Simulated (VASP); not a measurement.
# TaHO2 (P6_3/mmc) in VASP: single point with PBE

Aim: the single point of TaHO2 with PBE.

Program: VASP 6.6.1. These are calculated values, not measurements. Logs are shortened: lines on timing, memory, paths and dates and some standing lists are left out, and cuts for length are marked.

### Step 1. The cell of the first run

Symmetry: P6_3/mmc, No. 194, hexagonal system. The conventional cell has a = 2.921 Å, b = 2.921 Å, c = 10.453 Å, α = 90.00°, β = 90.00°, γ = 120.00°. Ta (site symmetry -6m2) has 6 O at 2.11 Å within 2.8 Å. Within 3.2 Å of H (site symmetry -3m) lie 6 O at 2.16 Å and 6 H at 2.92 Å and 6 Ta at 3.11 Å. O (site symmetry 3m) has 3 Ta at 2.11 Å and 3 H at 2.16 Å and 1 O at 2.54 Å within 2.8 Å.

### Step 2. Single point, PBE

Contents of INCAR:

```
SYSTEM = TaHO2
ALGO = Normal ; EDIFF = 1E-6
ENCUT = 700 ; GGA = PE
GGA_COMPAT = .False. ; ISIF = 2
ISMEAR = 0 ; LASPH = .True.
LCHARG = .False. ; LREAL = .False.
LWAVE = .False. ; NBANDS = 36
NELM = 120 ; PREC = Accurate
SIGMA = 0.1
```

Contents of KPOINTS:

```
k-points
0
Gamma
  6 6 2
  0 0 0
```

Contents of POSCAR:

```
TaHO2
1.0
    2.9208719374      0.0000000000      0.0000000000
   -1.4604359687      2.5295492990      0.0000000000
    0.0000000000      0.0000000000     10.4527899378
Ta H O
2 2 4
Direct
    0.6666666667      0.3333333333      0.7500000000
    0.3333333333      0.6666666667      0.2500000000
    0.0000000000      0.0000000000      0.0000000000
    0.0000000000      0.0000000000      0.5000000000
    0.3333333333      0.6666666667      0.8715486899
    0.3333333333      0.6666666667      0.6284513101
    0.6666666667      0.3333333333      0.3715486899
    0.6666666667      0.3333333333      0.1284513101
```

Potentials or basis: VASP PAW PBE potentials, release 64 (Ta_sv_GW, H, O).

Command:

```console
cat potpaw_PBE.64/Ta_sv_GW/POTCAR potpaw_PBE.64/H/POTCAR potpaw_PBE.64/O/POTCAR > POTCAR
mpirun -np 1 vasp_std > vasp.out
```

OUTCAR:

```text
SYSTEM = TaHO2
   EDIFF = 1E-6
   ENCUT = 700
   GGA = PE
   ISIF = 2
   ISMEAR = 0
   LASPH = .True.
   LREAL = .False.
   NELM = 120
   PREC = Accurate

 ion  position               nearest neighbor table
   1  0.667  0.333  0.750-   5 2.11   6 2.11   5 2.11   6 2.11   5 2.11   6 2.11
   2  0.333  0.667  0.250-   7 2.11   8 2.11   7 2.11   8 2.11   7 2.11   8 2.11
   3  0.000  0.000  0.000-
   4  0.000  0.000  0.500-
   5  0.333  0.667  0.872-   1 2.11   1 2.11   1 2.11
   6  0.333  0.667  0.628-   1 2.11   1 2.11   1 2.11
   7  0.667  0.333  0.372-   2 2.11   2 2.11   2 2.11
   8  0.667  0.333  0.128-   2 2.11   2 2.11   2 2.11

  LATTYP: Found a hexagonal cell.
 ALAT       =     2.9208719374
 C/A-ratio  =     3.5786539642

  Lattice vectors:

 A1 = (   2.9208719374,   0.0000000000,   0.0000000000)
 A2 = (  -1.4604359687,   2.5295492990,   0.0000000000)
 A3 = (   0.0000000000,   0.0000000000,  10.4527899378)

Analysis of symmetry for initial positions (statically):
=====================================================================
 Subroutine PRICEL returns:
 Original cell was already a primitive cell.

 Routine SETGRP: Setting up the symmetry group for a
 hexagonal supercell.

 Subroutine GETGRP returns: Found 24 space group operations
 (whereof 12 operations were pure point group operations)
 out of a pool of 24 trial point group operations.

The static configuration has the point symmetry D_3d.
 The point group associated with its full space group is D_6h.

Analysis of symmetry for dynamics (positions and initial velocities):
=====================================================================
 Subroutine PRICEL returns:
 Original cell was already a primitive cell.

 Routine SETGRP: Setting up the symmetry group for a
 hexagonal supercell.

 Subroutine GETGRP returns: Found 24 space group operations
 (whereof 12 operations were pure point group operations)
 out of a pool of 24 trial point group operations.

The dynamic configuration has the point symmetry D_3d.
 The point group associated with its full space group is D_6h.

 Subroutine INISYM returns: Found 24 space group operations
 (whereof 12 operations are pure point group operations),
 and found     1 'primitive' translations

----------------------------------------------------------------------------------------

                                     Primitive cell

  volume of cell :      77.2303

  direct lattice vectors                    reciprocal lattice vectors
     2.920871937  0.000000000  0.000000000     0.342363521  0.197663671  0.000000000
    -1.460435969  2.529549299  0.000000000     0.000000000  0.395327342  0.000000000
     0.000000000  0.000000000 10.452789938     0.000000000  0.000000000  0.095668238

  length of vectors
     2.920871937  2.920871937 10.452789938     0.395327342  0.395327342  0.095668238

  position of ions in fractional coordinates (direct lattice)
     0.666666667  0.333333333  0.750000000
     0.333333333  0.666666667  0.250000000
     0.000000000  0.000000000  0.000000000
     0.000000000  0.000000000  0.500000000
     0.333333333  0.666666667  0.871548690
     0.333333333  0.666666667  0.628451310
     0.666666667  0.333333333  0.371548690
     0.666666667  0.333333333  0.128451310

  ion indices of the primitive-cell ions
   primitive index   ion index
                 1           1
                 2           2
                 3           3
                 4           4
                 5           5
                 6           6
                 7           7
                 8           8

----------------------------------------------------------------------------------------

 KPOINTS: k-points

Automatic generation of k-mesh.
 Grid dimensions read from file:
 generate k-points for:    6    6    2

 Generating k-lattice:

  Cartesian coordinates                     Fractional coordinates (reciprocal lattice)
     0.057060587  0.032943945  0.000000000     0.166666667  0.000000000  0.000000000
     0.000000000  0.065887890  0.000000000     0.000000000  0.166666667  0.000000000
     0.000000000  0.000000000  0.047834119     0.000000000  0.000000000  0.500000000

  Length of vectors
     0.065887890  0.065887890  0.047834119

  Shift w.r.t. Gamma in fractional coordinates (k-lattice)
     0.000000000  0.000000000  0.000000000

 Subroutine IBZKPT returns following result:
 ===========================================

 Found     14 irreducible k-points:

 Following reciprocal coordinates:
            Coordinates               Weight
  0.000000  0.000000  0.000000      1.000000
  0.166667  0.000000  0.000000      6.000000
  0.333333  0.000000  0.000000      6.000000
  0.500000  0.000000  0.000000      3.000000
  0.166667  0.166667  0.000000      6.000000
  0.333333  0.166667  0.000000     12.000000
  0.333333  0.333333  0.000000      2.000000
  0.000000  0.000000  0.500000      1.000000
  0.166667  0.000000  0.500000      6.000000
  0.333333  0.000000  0.500000      6.000000
  0.500000  0.000000  0.500000      3.000000
  0.166667  0.166667  0.500000      6.000000
  0.333333  0.166667  0.500000     12.000000
  0.333333  0.333333  0.500000      2.000000
   k-points           NKPTS =     14   k-points in BZ     NKDIM =     14   number of bands    NBANDS=     36
   number of dos      NEDOS =    301   number of ions     NIONS =      8
   total plane-waves  NPLWV =  70560
   dimension x,y,z NGX =    28 NGY =   28 NGZ =   90
   dimension x,y,z NGXF=    56 NGYF=   56 NGZF=  180
   ions per type =               2   2   4
   NGX,Y,Z   is equivalent  to a cutoff of  15.94, 15.94, 14.31 a.u.
   NGXF,Y,Z  is equivalent  to a cutoff of  31.87, 31.87, 28.63 a.u.
 SYSTEM =  TaHO2
   PREC   = accura    normal or accurate (medium, high low for compatibility)
   ISTART =      0    job   : 0-new  1-cont  2-samecut
   ICHARG =      2    charge: 1-file 2-atom 10-const
   ISPIN  =      1    spin polarized calculation?
   LNONCOLLINEAR =      F non collinear calculations
   LSORBIT =      F    spin-orbit coupling
   LASPH  =      T    aspherical Exc in radial PAW
   ENCUT  =  700.0 eV  51.45 Ry    7.17 a.u.   6.30  6.30 22.55*2*pi/ulx,y,z
   NELM   =    120;   NELMIN=  2; NELMDL= -5     # of ELM steps
   EDIFF  = 0.1E-05   stopping-criterion for ELM
   LREAL  =      F    real-space projection
   EDIFFG = 0.1E-04   stopping-criterion for IOM
   NSW    =      0    number of steps for IOM
   IBRION =     -1    ionic relax: 0-MD 1-quasi-New 2-CG
   NFREE  =      0    steps in history (QN), initial steepest desc. (CG)
   ISIF   =      2    stress and relaxation
   ISYM   =      2    0-nonsym 1-usesym 2-fastsym
   POTIM  = 0.5000    time-step for ionic-motion
   TEBEG  =    0.0;   TEEND  =   0.0 temperature during run
   PSTRESS=    0.0 pullay stress
   NELECT =      52.0000    total number of electrons
   NUPDOWN=      -1.0000    fix difference up-down
   EMIN   =  10.00;   EMAX   =-10.00  energy-range for DOS
   EFERMI =   0.00;   METHOD = LEGACY
   ISMEAR =     0;   SIGMA  =   0.10  broadening in eV -4-tet -1-fermi 0-gaus
   EFERMI_NEDOS =   21; number of points for ismear=-14 and -15
   IALGO  =     38    algorithm
   IMIX   =      4    mixing-type and parameters
     AMIX     =   0.40;   BMIX     =  1.00
     AMIX_MAG =   1.60;   BMIX_MAG =  1.00
  volume/ion in A,a.u.               =       9.65        65.15
  Fermi-wavevector in a.u.,A,eV,Ry     =   1.434873  2.711516 28.012479  2.058859
  Thomas-Fermi vector in A             =   2.554233
   LORBIT       =      0    0 simple, 1 ext, 2 COOP (PROOUT), +10 PAW based schemes
   GGA     = PE    functional components
   LHFCALC =     F    Hartree Fock is set to
   AEXX    =    0.0000 exact exchange contribution
   IVDW    =     0    specifies the selected vdW correction
   LEPSILON=     F    determine dielectric tensor
   LRPA    =     F    only Hartree local field effects (RPA)
 non-spin polarized calculation
 Gauss-broadening in eV      SIGMA  =   0.10
  energy-cutoff  :      700.00
  volume of cell :       77.23
 maximum number of plane-waves:      3274
 NGX is ok and might be reduce to    28
   NGX = 13   NGY = 13   NGZ = 45

 number of electron      52.0000002 magnetization

 Free energy of the ion-electron system (eV)
  ---------------------------------------------------
  ext. energy  EPLUGINS =         0.00000000
  ---------------------------------------------------
  free energy    TOTEN  =       -63.78539505 eV

  energy without entropy =      -63.77372098  energy(sigma->0) =      -63.77955802

 E-fermi :   6.7255     XC(G=0): -11.6927

 val. band max:        6.6978855546   @ k =   0.3333   0.3333   0.0000
 cond. band min:       6.8111261658   @ k =   0.1667   0.1667   0.5000
 fundamental gap:      0.1132406112
 Fermi energy:         6.7255452211

 k-point     1 :       0.0000    0.0000    0.0000
  band No.  band energies     occupation
      1     -61.7587      2.00000
      2     -61.7587      2.00000
      3     -28.5116      2.00000
      4     -28.5099      2.00000
      5     -27.7260      2.00000
      6     -27.7260      2.00000
[... 28 lines left out ...]
     35      11.0352      0.00000
     36      11.0841      0.00000

 k-point     2 :       0.1667    0.0000    0.0000
  band No.  band energies     occupation
      1     -61.7381      2.00000
      2     -61.7381      2.00000
      3     -28.4446      2.00000
      4     -28.4432      2.00000
      5     -28.0311      2.00000
      6     -28.0311      2.00000
[... 28 lines left out ...]
     35      11.6023      0.00000
     36      11.6119      0.00000

 k-point     3 :       0.3333    0.0000    0.0000
  band No.  band energies     occupation
      1     -61.6966      2.00000
      2     -61.6966      2.00000
      3     -28.5984      2.00000
      4     -28.5983      2.00000
      5     -28.3075      2.00000
      6     -28.3067      2.00000
[... 28 lines left out ...]
     35      12.5382      0.00000
     36      12.5969      0.00000

 k-point     4 :       0.5000    0.0000    0.0000
  band No.  band energies     occupation
      1     -61.6758      2.00000
      2     -61.6757      2.00000
      3     -28.8640      2.00000
      4     -28.8639      2.00000
      5     -28.2372      2.00000
      6     -28.2369      2.00000
[... 28 lines left out ...]
     35      12.9239      0.00000
     36      13.0287      0.00000

 k-point     5 :       0.1667    0.1667    0.0000
  band No.  band energies     occupation
      1     -61.7070      2.00000
      2     -61.7070      2.00000
      3     -28.4078      2.00000
      4     -28.4077      2.00000
      5     -28.3423      2.00000
      6     -28.3414      2.00000
[... 265 lines left out ...]
 k-point    12 :       0.1667    0.1667    0.5000
  band No.  band energies     occupation
      1     -61.7070      2.00000
      2     -61.7070      2.00000
      3     -28.4078      2.00000
      4     -28.4078      2.00000
      5     -28.3418      2.00000
      6     -28.3418      2.00000
[... 28 lines left out ...]
     35      12.2965      0.00000
     36      12.2965      0.00000

 k-point    13 :       0.3333    0.1667    0.5000
  band No.  band energies     occupation
      1     -61.6757      2.00000
      2     -61.6757      2.00000
      3     -28.7283      2.00000
      4     -28.7283      2.00000
      5     -28.2375      2.00000
      6     -28.2375      2.00000
[... 28 lines left out ...]
     35      12.8799      0.00000
     36      12.8799      0.00000

 k-point    14 :       0.3333    0.3333    0.5000
  band No.  band energies     occupation
      1     -61.6653      2.00000
      2     -61.6653      2.00000
      3     -28.6112      2.00000
      4     -28.6112      2.00000
      5     -28.4221      2.00000
      6     -28.4221      2.00000
[... 28 lines left out ...]
     35      12.8100      0.00000
     36      12.8100      0.00000

------------------------ aborting loop because EDIFF is reached ----------------------------------------

  FORCE on cell =-STRESS in cart. coord.  units (eV):
  Direction    XX          YY          ZZ          XY          YZ          ZX
  --------------------------------------------------------------------------------------
  -------------------------------------------------------------------------------------
  Total       -0.0079820     -0.0079820      0.0364949     -0.0000000      0.0000000      0.0000000
  in kB       -0.1655893     -0.1655893      0.7571029     -0.0000000      0.0000000      0.0000000
  external PRESSURE =       0.1419748 kB  Pullay stress =       0.0000000 kB

 VOLUME and BASIS-vectors are now :
 -----------------------------------------------------------------------------
  energy-cutoff  :      700.00
  volume of cell :       77.23
      direct lattice vectors                 reciprocal lattice vectors
     2.920871937  0.000000000  0.000000000     0.342363521  0.197663671  0.000000000
    -1.460435969  2.529549299  0.000000000     0.000000000  0.395327342  0.000000000
     0.000000000  0.000000000 10.452789938     0.000000000  0.000000000  0.095668238

 POSITION                                       TOTAL-FORCE (eV/Angst)
 -----------------------------------------------------------------------------------
      1.46044      0.84318      7.83959        -0.000000      0.000000      0.000000
     -0.00000      1.68637      2.61320         0.000000     -0.000000      0.000000
      0.00000      0.00000      0.00000        -0.000000      0.000000      0.000000
      0.00000      0.00000      5.22639        -0.000000      0.000000      0.000000
     -0.00000      1.68637      9.11012        -0.000000      0.000000      0.051361
     -0.00000      1.68637      6.56907        -0.000000      0.000000     -0.051361
      1.46044      0.84318      3.88372         0.000000     -0.000000      0.051361
      1.46044      0.84318      1.34267         0.000000     -0.000000     -0.051361
 -----------------------------------------------------------------------------------
    total drift:                               -0.000000      0.000000     -0.000000

  FREE ENERGIE OF THE ION-ELECTRON SYSTEM (eV)
  ---------------------------------------------------
  free  energy   TOTEN  =       -63.7853950534 eV

  energy  without entropy=      -63.7737209822  energy(sigma->0) =      -63.77955802
```

It took 60 s on 1 thread of AMD EPYC 9R45 (Zen 5), shared host; peak memory 0.24 GiB.

What came out:

```yaml
Free_energy: -63.7854 eV
Pressure: 0.0 GPa
Largest_force: 0.051 eV/Å
Band_gap_on_the_k_mesh: zero (bands 26 and 27 overlap by 1.13 eV)
```

Forces in eV/Å, atoms in the order of the input:
```
Ta   0.000  0.000  0.000
Ta   0.000  0.000  0.000
H    0.000  0.000  0.000
H    0.000  0.000  0.000
O    0.000  0.000  0.051
O    0.000  0.000 -0.051
O    0.000  0.000  0.051
O    0.000  0.000 -0.051
```

Levels at points of the mesh, in eV from the Fermi level:
```csv
k point,band 23,band 24,band 25,band 26,band 27,band 28,band 29,band 30
"(0.00, 0.00, 0.00)",-3.95,-2.87,-1.62,1.08,1.15,1.81,2.91,2.91
"(0.50, 0.00, 0.00)",-3.68,-3.56,-0.94,-0.25,0.49,0.84,4.21,4.63
"(0.00, 0.00, 0.50)",-3.98,-3.98,-0.27,-0.27,1.69,1.69,2.94,2.94
"(0.50, 0.00, 0.50)",-3.75,-3.75,-0.54,-0.54,0.64,0.64,4.40,4.40
```

Caveat: the k points lie up to 0.41 Å⁻¹ apart, too coarse for converged energies and pressures of a metal; spin-orbit coupling is left out, which moves the levels of the heavy elements.

The gap in the log of VASP goes by the Fermi energy; the results here count the filled bands.